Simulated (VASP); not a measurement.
# Al (P6_3/mmc) in VASP: a series of runs

The runs below take Al through single point, with LDA.

All numbers are computed with VASP 6.6.1; they aren't measurements. Logs are shortened: lines on timing, memory, paths and dates and some standing lists are left out, and cuts for length are marked.

### Step 1. The cell of the first run

It takes space group P6_3/mmc (No. 194, hexagonal). The conventional cell has a = 2.753 Å, b = 2.753 Å, c = 4.405 Å, α = 90.00°, β = 90.00°, γ = 120.00°. Al (site symmetry -6m2) has 12 Al at 2.72 to 2.75 Å within 3.6 Å.

### Step 2. Single point, LDA

Input file INCAR:

```
SYSTEM = Al
  PREC = Accurate
  ENCUT = 520
  EDIFF = 1E-6
  ISMEAR = 0
  SIGMA = 0.15
  LREAL = .FALSE.
  LASPH = .TRUE.
  NELM = 80
  ALGO = Fast
  ISIF = 2
  LWAVE = .FALSE.
  LCHARG = .FALSE.
  NBANDS = 10
```

Input file KPOINTS:

```
regular mesh
0
G
  18 18 10
  0 0 0
```

Input file POSCAR:

```
Al
1.0
    2.7534000000      0.0000000000      0.0000000000
   -1.3767000000      2.3845143468      0.0000000000
    0.0000000000      0.0000000000      4.4051000000
Al
2
Direct
    0.6666666667      0.3333333333      0.7500000000
    0.3333333333      0.6666666667      0.2500000000
```

Potentials or basis: VASP PAW LDA potentials, release 64 (Al).

Started as:

```sh
$ cat potpaw_LDA.64/Al/POTCAR > POTCAR
$ mpirun -np 1 vasp_std > vasp.out
```

OUTCAR:

```text
SYSTEM = Al
   PREC = Accurate
   ENCUT = 520
   EDIFF = 1E-6
   ISMEAR = 0
   LREAL = .FALSE.
   LASPH = .TRUE.
   NELM = 80
   ISIF = 2

 ion  position               nearest neighbor table
   1  0.667  0.333  0.750-   2 2.72   2 2.72   2 2.72   2 2.72   2 2.72   2 2.72
   2  0.333  0.667  0.250-   1 2.72   1 2.72   1 2.72   1 2.72   1 2.72   1 2.72

  LATTYP: Found a hexagonal cell.
 ALAT       =     2.7534000000
 C/A-ratio  =     1.5998765163

  Lattice vectors:

 A1 = (   2.7534000000,   0.0000000000,   0.0000000000)
 A2 = (  -1.3767000000,   2.3845143468,   0.0000000000)
 A3 = (   0.0000000000,   0.0000000000,   4.4051000000)

Analysis of symmetry for initial positions (statically):
=====================================================================
 Subroutine PRICEL returns:
 Original cell was already a primitive cell.

 Routine SETGRP: Setting up the symmetry group for a
 hexagonal supercell.

 Subroutine GETGRP returns: Found 24 space group operations
 (whereof 12 operations were pure point group operations)
 out of a pool of 24 trial point group operations.

The static configuration has the point symmetry D_3d.
 The point group associated with its full space group is D_6h.

Analysis of symmetry for dynamics (positions and initial velocities):
=====================================================================
 Subroutine PRICEL returns:
 Original cell was already a primitive cell.

 Routine SETGRP: Setting up the symmetry group for a
 hexagonal supercell.

 Subroutine GETGRP returns: Found 24 space group operations
 (whereof 12 operations were pure point group operations)
 out of a pool of 24 trial point group operations.

The dynamic configuration has the point symmetry D_3d.
 The point group associated with its full space group is D_6h.

 Subroutine INISYM returns: Found 24 space group operations
 (whereof 12 operations are pure point group operations),
 and found     1 'primitive' translations

----------------------------------------------------------------------------------------

                                     Primitive cell

  volume of cell :      28.9218

  direct lattice vectors                    reciprocal lattice vectors
     2.753400000  0.000000000  0.000000000     0.363187332  0.209686304  0.000000000
    -1.376700000  2.384514347  0.000000000     0.000000000  0.419372608  0.000000000
     0.000000000  0.000000000  4.405100000     0.000000000  0.000000000  0.227009603

  length of vectors
     2.753400000  2.753400000  4.405100000     0.419372608  0.419372608  0.227009603

  position of ions in fractional coordinates (direct lattice)
     0.666666667  0.333333333  0.750000000
[... 88 lines left out ...]
   PSTRESS=    0.0 pullay stress
   NELECT =       6.0000    total number of electrons
   NUPDOWN=      -1.0000    fix difference up-down
   EMIN   =  10.00;   EMAX   =-10.00  energy-range for DOS
   EFERMI =   0.00;   METHOD = LEGACY
   ISMEAR =     0;   SIGMA  =   0.15  broadening in eV -4-tet -1-fermi 0-gaus
   EFERMI_NEDOS =   21; number of points for ismear=-14 and -15
   IALGO  =     68    algorithm
   IMIX   =      4    mixing-type and parameters
     AMIX     =   0.40;   BMIX     =  1.00
     AMIX_MAG =   1.60;   BMIX_MAG =  1.00
  volume/ion in A,a.u.               =      14.46        97.59
  Fermi-wavevector in a.u.,A,eV,Ry     =   0.969133  1.831397 12.778859  0.939220
  Thomas-Fermi vector in A             =   2.099161
   LORBIT       =      0    0 simple, 1 ext, 2 COOP (PROOUT), +10 PAW based schemes
   GGA     = CA    functional components
   LHFCALC =     F    Hartree Fock is set to
   AEXX    =    0.0000 exact exchange contribution
   IVDW    =     0    specifies the selected vdW correction
   LEPSILON=     F    determine dielectric tensor
   LRPA    =     F    only Hartree local field effects (RPA)
 non-spin polarized calculation
 RMM-DIIS sequential band-by-band and
 Gauss-broadening in eV      SIGMA  =   0.15
  energy-cutoff  :      520.00
  volume of cell :       28.92
 maximum number of plane-waves:       792
   NGX = 11   NGY = 11   NGZ = 17

 number of electron       6.0000000 magnetization

 Free energy of the ion-electron system (eV)
  ---------------------------------------------------
  ext. energy  EPLUGINS =         0.00000000
  ---------------------------------------------------
  free energy    TOTEN  =        -8.22923467 eV

  energy without entropy =       -8.21997224  energy(sigma->0) =       -8.22460345

 E-fermi :   9.2313     XC(G=0): -10.8421

 val. band max:        9.2241051723   @ k =   0.3333   0.2222   0.1000
 cond. band min:       9.2457591389   @ k =   0.3333   0.0556   0.5000
 fundamental gap:      0.0216539666
 Fermi energy:         9.2313338076

 k-point     1 :       0.0000    0.0000    0.0000
  band No.  band energies     occupation
      1      -2.8117      2.00000
      2       4.2747      2.00000
      3       4.9121      2.00000
      4      20.4499      0.00000
      5      20.4499      0.00000
      6      20.6283      0.00000
      7      20.6283      0.00000
      8      22.2212      0.00000
      9      24.2579      0.00000
     10      25.8762      0.00000
[... 287 lines left out ...]
 k-point    24 :       0.3889    0.1111    0.0000
  band No.  band energies     occupation
      1       2.4345      2.00000
      2       5.1336      2.00000
      3       9.1541      1.53345
      4       9.9651      0.00000
      5      11.6232      0.00000
      6      11.9202      0.00000
      7      13.7525      0.00000
      8      18.5930      0.00000
      9      19.5371      0.00000
     10      20.2946      0.00000

 [... further k-points ...]

------------------------ aborting loop because EDIFF is reached ----------------------------------------

  FORCE on cell =-STRESS in cart. coord.  units (eV):
  Direction    XX          YY          ZZ          XY          YZ          ZX
  --------------------------------------------------------------------------------------
  -------------------------------------------------------------------------------------
  Total        1.6221096      1.6221096      2.1037990     -0.0000000      0.0000000      0.0000000
  in kB       89.8598664     89.8598664    116.5439721     -0.0000000      0.0000000      0.0000000
  external PRESSURE =      98.7545683 kB  Pullay stress =       0.0000000 kB

 VOLUME and BASIS-vectors are now :
 -----------------------------------------------------------------------------
  energy-cutoff  :      520.00
  volume of cell :       28.92
      direct lattice vectors                 reciprocal lattice vectors
     2.753400000  0.000000000  0.000000000     0.363187332  0.209686304  0.000000000
    -1.376700000  2.384514347  0.000000000     0.000000000  0.419372608  0.000000000
     0.000000000  0.000000000  4.405100000     0.000000000  0.000000000  0.227009603

 POSITION                                       TOTAL-FORCE (eV/Angst)
 -----------------------------------------------------------------------------------
      1.37670      0.79484      3.30382         0.000000     -0.000000      0.000000
     -0.00000      1.58968      1.10128        -0.000000      0.000000      0.000000
 -----------------------------------------------------------------------------------
    total drift:                                0.000000     -0.000000      0.000000

  FREE ENERGIE OF THE ION-ELECTRON SYSTEM (eV)
  ---------------------------------------------------
  free  energy   TOTEN  =        -8.2292346652 eV

  energy  without entropy=       -8.2199722388  energy(sigma->0) =       -8.22460345
```

Run time: 60 s. Hardware: 1 thread of Intel Xeon 8259CL, shared host; peak memory 0.16 GiB.

Results:

| Item | Value |
| --- | --- |
| Free energy | -8.2292 eV |
| Pressure | 9.9 GPa |
| Band gap on the k mesh | zero (band 3 reaches 13.95 eV, above the bottom of band 4 at 5.81 eV) |

Stress tensor (GPa, compression positive):
```
 8.99  0.00  0.00
 0.00  8.99  0.00
 0.00  0.00 11.65
```

### Step 3. Single point, LDA

Input file INCAR:

```
SYSTEM = Al
ALGO     = Normal         ! electronic algorithm
EDIFF    = 1E-7           ! SCF threshold, eV
ENCUT    = 520            ! plane-wave cutoff, eV
ISIF     = 2              ! what is computed and relaxed
ISMEAR   = 0              ! smearing method
LASPH    = .True.         ! aspherical terms in the spheres
LCHARG   = .False.        ! write CHGCAR
LREAL    = .False.        ! projectors in reciprocal space
LWAVE    = .False.        ! write WAVECAR
NBANDS   = 10             ! bands
NELM     = 80             ! most SCF steps
PREC     = Accurate       ! precision mode
SIGMA    = 0.15           ! smearing width, eV
```

Input file KPOINTS:

```
k-points
0
Gamma
  18 18 10
  0 0 0
```

Input file POSCAR:

```
Al
1.0
    2.7394000000      0.0000000000      0.0000000000
   -1.3697000000      2.3723899911      0.0000000000
    0.0000000000      0.0000000000      4.4519000000
Al
2
Direct
    0.6666666667      0.3333333333      0.7500000000
    0.3333333333      0.6666666667      0.2500000000
```

Potentials or basis: VASP PAW LDA potentials, release 64 (Al).

Started as:

```sh
$ cat potpaw_LDA.64/Al/POTCAR > POTCAR
$ mpirun -np 1 vasp_std > vasp.out
```

OUTCAR:

```text
SYSTEM = Al
   EDIFF = 1E-7
   ENCUT = 520
   ISIF = 2
   ISMEAR = 0
   LASPH = .True.
   LREAL = .False.
   NELM = 80
   PREC = Accurate

 ion  position               nearest neighbor table
   1  0.667  0.333  0.750-   2 2.73   2 2.73   2 2.73   2 2.73   2 2.73   2 2.73
   2  0.333  0.667  0.250-   1 2.73   1 2.73   1 2.73   1 2.73   1 2.73   1 2.73

  LATTYP: Found a hexagonal cell.
 ALAT       =     2.7394000000
 C/A-ratio  =     1.6251368913

  Lattice vectors:

 A1 = (   2.7394000000,   0.0000000000,   0.0000000000)
 A2 = (  -1.3697000000,   2.3723899911,   0.0000000000)
 A3 = (   0.0000000000,   0.0000000000,   4.4519000000)

Analysis of symmetry for initial positions (statically):
=====================================================================
 Subroutine PRICEL returns:
 Original cell was already a primitive cell.

 Routine SETGRP: Setting up the symmetry group for a
 hexagonal supercell.

 Subroutine GETGRP returns: Found 24 space group operations
 (whereof 12 operations were pure point group operations)
 out of a pool of 24 trial point group operations.

The static configuration has the point symmetry D_3d.
 The point group associated with its full space group is D_6h.

Analysis of symmetry for dynamics (positions and initial velocities):
=====================================================================
 Subroutine PRICEL returns:
 Original cell was already a primitive cell.

 Routine SETGRP: Setting up the symmetry group for a
 hexagonal supercell.

 Subroutine GETGRP returns: Found 24 space group operations
 (whereof 12 operations were pure point group operations)
 out of a pool of 24 trial point group operations.

The dynamic configuration has the point symmetry D_3d.
 The point group associated with its full space group is D_6h.

 Subroutine INISYM returns: Found 24 space group operations
[... 120 lines left out ...]
  Thomas-Fermi vector in A             =   2.099030
   LORBIT       =      0    0 simple, 1 ext, 2 COOP (PROOUT), +10 PAW based schemes
   GGA     = CA    functional components
   LHFCALC =     F    Hartree Fock is set to
   AEXX    =    0.0000 exact exchange contribution
   IVDW    =     0    specifies the selected vdW correction
   LEPSILON=     F    determine dielectric tensor
   LRPA    =     F    only Hartree local field effects (RPA)
 non-spin polarized calculation
 Gauss-broadening in eV      SIGMA  =   0.15
  energy-cutoff  :      520.00
  volume of cell :       28.93
 maximum number of plane-waves:       791
   NGX = 11   NGY = 11   NGZ = 17

 number of electron       6.0000000 magnetization

 Free energy of the ion-electron system (eV)
  ---------------------------------------------------
  ext. energy  EPLUGINS =         0.00000000
  ---------------------------------------------------
  free energy    TOTEN  =        -8.23254031 eV

  energy without entropy =       -8.22251596  energy(sigma->0) =       -8.22752813

 E-fermi :   9.2373     XC(G=0): -10.8409

 val. band max:        9.2289242263   @ k =   0.3333   0.2222   0.1000
 cond. band min:       9.2414124673   @ k =   0.2222   0.2222   0.0000
 fundamental gap:      0.0124882410
 Fermi energy:         9.2372546047

 k-point     1 :       0.0000    0.0000    0.0000
  band No.  band energies     occupation
      1      -2.8129      2.00000
      2       4.1733      2.00000
      3       4.7046      2.00000
      4      20.7166      0.00000
      5      20.7166      0.00000
      6      20.8331      0.00000
      7      20.8331      0.00000
      8      22.0451      0.00000
      9      24.4743      0.00000
     10      25.2920      0.00000
[... 287 lines left out ...]
 k-point    24 :       0.3889    0.1111    0.0000
  band No.  band energies     occupation
      1       2.4855      2.00000
      2       5.2055      2.00000
      3       9.1154      1.74922
      4       9.8408      0.00000
      5      11.6319      0.00000
      6      11.9082      0.00000
      7      13.7405      0.00000
      8      18.6600      0.00000
      9      19.4695      0.00000
     10      20.4907      0.00000

 [... further k-points ...]

------------------------ aborting loop because EDIFF is reached ----------------------------------------

  FORCE on cell =-STRESS in cart. coord.  units (eV):
  Direction    XX          YY          ZZ          XY          YZ          ZX
  --------------------------------------------------------------------------------------
  -------------------------------------------------------------------------------------
  Total        1.7495775      1.7495775      1.7990839      0.0000000     -0.0000000     -0.0000000
  in kB       96.8850635     96.8850635     99.6265426      0.0000000     -0.0000000     -0.0000000
  external PRESSURE =      97.7988899 kB  Pullay stress =       0.0000000 kB

 VOLUME and BASIS-vectors are now :
 -----------------------------------------------------------------------------
  energy-cutoff  :      520.00
  volume of cell :       28.93
      direct lattice vectors                 reciprocal lattice vectors
     2.739400000  0.000000000  0.000000000     0.365043440  0.210757928  0.000000000
    -1.369700000  2.372389991  0.000000000     0.000000000  0.421515857  0.000000000
     0.000000000  0.000000000  4.451900000     0.000000000  0.000000000  0.224623195

 POSITION                                       TOTAL-FORCE (eV/Angst)
 -----------------------------------------------------------------------------------
      1.36970      0.79080      3.33893         0.000000      0.000000      0.000000
     -0.00000      1.58159      1.11298         0.000000     -0.000000      0.000000
 -----------------------------------------------------------------------------------
    total drift:                               -0.000000      0.000000     -0.000000

  FREE ENERGIE OF THE ION-ELECTRON SYSTEM (eV)
  ---------------------------------------------------
  free  energy   TOTEN  =        -8.2325403115 eV

  energy  without entropy=       -8.2225159584  energy(sigma->0) =       -8.22752813
```

It took 49 s on 1 thread of Intel Xeon 8259CL, shared host; peak memory 0.16 GiB.

What came out:

| Quantity | Value |
| --- | --- |
| Free energy | -8.2325 eV |
| Pressure | 9.8 GPa |
| Band gap on the k mesh | zero (band 3 reaches 13.68 eV, above the bottom of band 4 at 5.84 eV) |

Levels at points of the mesh, in eV from the Fermi level:
```csv
k point,band 1,band 2,band 3,band 4,band 5,band 6,band 7,band 8
"(0.00, 0.00, 0.00)",-12.05,-5.06,-4.53,11.48,11.48,11.60,11.60,12.81
"(0.50, 0.00, 0.00)",-5.71,-5.65,0.60,1.37,1.40,2.06,6.10,8.14
"(0.00, 0.00, 0.50)",-10.20,-10.20,3.78,3.78,12.50,12.50,12.50,12.50
"(0.50, 0.00, 0.50)",-4.33,-4.33,-3.40,-3.40,7.65,7.65,7.89,7.89
```

### Step 4. Single point, LDA

This run uses another cell than the first one, of the same volume but with other edges.

Input file INCAR:

```
ALGO = Normal
EDIFF = 1E-6
ENCUT = 520
GGA = CA
ISIF = 2
ISMEAR = 0
LASPH = T
LCHARG = F
LREAL = F
LWAVE = F
NBANDS = 10
NELM = 60
PREC = Accurate
SIGMA = 0.15
```

Input file KPOINTS:

```
k-points
0
Gamma
  18 18 10
```

Input file POSCAR:

```
Al
1.0
    2.7184000000      0.0000000000      0.0000000000
   -1.3592000000      2.3542034577      0.0000000000
    0.0000000000      0.0000000000      4.5105000000
Al
2
Direct
    0.6666666667      0.3333333333      0.7500000000
    0.3333333333      0.6666666667      0.2500000000
```

Started as:

```sh
$ cat potpaw_LDA.64/Al/POTCAR > POTCAR
$ mpirun -np 1 vasp_std > vasp.out
```

Run time: 43 s. Hardware: 1 thread of Intel Xeon 8259CL, shared host; peak memory 0.16 GiB.

Results (log left out):

```
Free energy            : -8.2280 eV
Pressure               : 10.1 GPa
Band gap on the k mesh : zero (band 3 reaches 13.51 eV, above the bottom of band 4 at 5.91 eV)
```

Stress tensor (GPa, compression positive):
```
10.20  0.00  0.00
 0.00 10.20  0.00
 0.00  0.00  9.86
```

Levels at points of the mesh, in eV from the Fermi level:
| k point | band 1 | band 2 | band 3 | band 4 | band 5 | band 6 | band 7 | band 8 |
| --- | --- | --- | --- | --- | --- | --- | --- | --- |
| (0.00, 0.00, 0.00) | -12.06 | -5.19 | -4.80 | 11.87 | 11.87 | 11.90 | 11.90 | 12.54 |
| (0.50, 0.00, 0.00) | -5.61 | -5.58 | 0.59 | 1.21 | 1.33 | 1.94 | 6.40 | 8.35 |
| (0.00, 0.00, 0.50) | -10.26 | -10.26 | 3.38 | 3.38 | 12.78 | 12.78 | 12.78 | 12.78 |
| (0.50, 0.00, 0.50) | -4.30 | -4.30 | -3.35 | -3.35 | 7.86 | 7.86 | 7.90 | 7.90 |

### Step 5. Single point, LDA

This run uses another cell than the first one, of 14.54 Å³/atom, 1.006 times its volume.

Input file INCAR:

```
ALGO = Normal
EDIFF = 1E-7
ENCUT = 520
ISIF = 2
ISMEAR = 0
LASPH = T
LCHARG = F
LREAL = F
LWAVE = F
NBANDS = 10
NELM = 80
PREC = Accurate
SIGMA = 0.15
```

KPOINTS is that of step 4.

Input file POSCAR:

```
Al
1.0
    2.7044000000      0.0000000000      0.0000000000
   -1.3522000000      2.3420791020      0.0000000000
    0.0000000000      0.0000000000      4.5925000000
Al
2
Direct
    0.6666666667      0.3333333333      0.7500000000
    0.3333333333      0.6666666667      0.2500000000
```

Started as:

```sh
$ cat potpaw_LDA.64/Al/POTCAR > POTCAR
$ mpirun -np 1 vasp_std > vasp.out
```

Run time: 46 s. Hardware: 1 thread of Intel Xeon 8259CL, shared host; peak memory 0.16 GiB.

It converged, with:

| Property | Result |
| --- | --- |
| Free energy | -8.2384 eV |
| Pressure | 9.3 GPa |
| Band gap on the k mesh | zero (band 3 reaches 13.18 eV, above the bottom of band 4 at 5.88 eV) |

Stress tensor (GPa, compression positive):
```
10.02  0.00  0.00
 0.00 10.02  0.00
 0.00  0.00  7.89
```

Levels at points of the mesh, in eV from the Fermi level:
```
           k point  band 1  band 2  band 3  band 4  band 5  band 6
(0.00, 0.00, 0.00)  -12.00   -5.29   -5.07   12.11   12.17   12.17
(0.50, 0.00, 0.00)   -5.48   -5.47    0.59    0.98    1.31    1.77
(0.00, 0.00, 0.50)  -10.26  -10.26    2.92    2.92   13.03   13.03
(0.50, 0.00, 0.50)   -4.24   -4.24   -3.28   -3.28    7.77    7.77
```

### Step 6. Summary

```csv
cell,gap on the mesh (eV),pressure (GPa)
"a = 2.753, b = 2.753, c = 4.405 Å, angles 90.0, 90.0, 120.0°, 2 atoms",none,9.9
"a = 2.739, b = 2.739, c = 4.452 Å, angles 90.0, 90.0, 120.0°, 2 atoms",none,9.8
"a = 2.718, b = 2.718, c = 4.511 Å, angles 90.0, 90.0, 120.0°, 2 atoms",none,10.1
"a = 2.704, b = 2.704, c = 4.593 Å, angles 90.0, 90.0, 120.0°, 2 atoms",none,9.3
```

Alike in all rows: task single point; level LDA; potentials or basis VASP PAW LDA potentials, release 64 (Al); no spin polarisation; k mesh 18 × 18 × 10; cutoff (eV) 520; smearing gaussian 0.15 eV.

Total energies depend on the potentials used, so only differences within one code and one set of settings carry meaning.
